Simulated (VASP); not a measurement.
Crystal: Sb.

```xyz
2
Lattice="3.5000 0.0000 0.0000 -1.7500 3.0311 0.0000 0.0000 0.0000 5.7155" Properties=species:S:1:pos:R:3 pbc="T T T"
Sb    0.0000    2.0207    1.4289
Sb    1.7500    1.0104    4.2866
```

| Quantity | Value |
| --- | --- |
| Program | VASP 6.6.1 |
| Task | relaxation of cell and atoms |
| Functional | r2SCAN |
| Potentials or basis | VASP PAW PBE potentials, release 64 (Sb) |
| Cutoff | 600 eV |
| k mesh | 7 × 7 × 4 |
| Occupations | gaussian, width 0.1 eV |
| Spin | no spin polarisation |

At the start: pressure -5.5 GPa; volume 30.32 Å³/atom.

Task: How do energy, volume and symmetry change on relaxing?

Result: Over 7 steps the energy falls by 63.2 meV/atom and the volume is 27.03 Å³/atom (-10.8 %); space group P6_3/mmc (No. 194, to 0.05 Å).

Step by step:
```tsv
step	energy change (eV)	largest force (eV/Å)	pressure (GPa)	volume (Å³)
1	0.0000	0.0000	-5.52	60.63
2	-0.1072	0.0000	2.87	51.92
3	-0.1260	0.0000	0.05	54.10
4	-0.1260	0.0000	-0.10	54.22
5	-0.1262	0.0000	-0.11	54.24
6	-0.1263	0.0000	-0.12	54.24
7	-0.1264	0.0000	0.08	54.07
```

Final structure:
```yaml
crystal:
  lattice:
    - [3.38432, 0.00000, 0.00000]
    - [-1.69216, 2.93091, 0.00000]
    - [0.00000, 0.00000, 5.45102]
  atoms:
    - { symbol: Sb, position: [0.33333, 0.66667, 0.25000] }
    - { symbol: Sb, position: [0.66667, 0.33333, 0.75000] }
```

Caveat: the PAW data sets were made with another functional, which shifts forces and pressure a little.
